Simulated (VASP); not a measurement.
Input of a VASP 6.6.1 run:

File INCAR:

```
ALGO = Normal
EDIFF = 1E-6
ENCUT = 600
GGA = PS
GGA_COMPAT = False
ISIF = 2
ISMEAR = -1
LASPH = True
LCHARG = False
LDAU = True
LDAUJ = 0 0
LDAUL = 2 -1
LDAUPRINT = 1
LDAUTYPE = 2
LDAUU = 1 0
LMAXMIX = 4
LREAL = False
LWAVE = False
NBANDS = 37
NELM = 200
PREC = Accurate
SIGMA = 0.05
```

Contents of KPOINTS:

```
k-points
0
Gamma
  8 8 4
```

The input POSCAR:

```
Ta4O
1.0
    3.2574970000      0.0000000000      0.0000000000
    0.0000000000      3.2574970000      0.0000000000
    0.0000000000      0.0000000000      7.4093410000
Ta O
4 1
Direct
    0.0000000000      0.0000000000      0.0000000000
    0.5000000000      0.5000000000      0.2168420000
    0.5000000000      0.5000000000      0.7831580000
    0.0000000000      0.0000000000      0.5000000000
    0.5000000000      0.5000000000      0.5000000000
```

Potentials or basis: VASP PAW PBE potentials, release 64 (Ta_sv_GW, O).

Command:

```sh
$ cat potpaw_PBE.64/Ta_sv_GW/POTCAR potpaw_PBE.64/O/POTCAR > POTCAR
$ mpirun -np 1 vasp_std > vasp.out
```

Q: Estimate the band gap on the k mesh.

A: Zero (bands 29 and 30 overlap by 0.81 eV).

Q: What does it give for the pressure?

A: -5.4 GPa.

Q: Estimate the largest force.

A: 0.104 eV/Å.

Forces in eV/Å, atoms in the order of the input:
```
Ta   0.000  0.000  0.000
Ta   0.000  0.000  0.104
Ta   0.000  0.000 -0.104
Ta   0.000  0.000  0.000
O    0.000  0.000  0.000
```

Caveat: the cell stands under tension; the PAW data sets were made with another functional, which shifts forces and pressure a little; spin-orbit coupling is left out, which moves the levels of the heavy elements; U without spin polarisation on a metal has little footing.
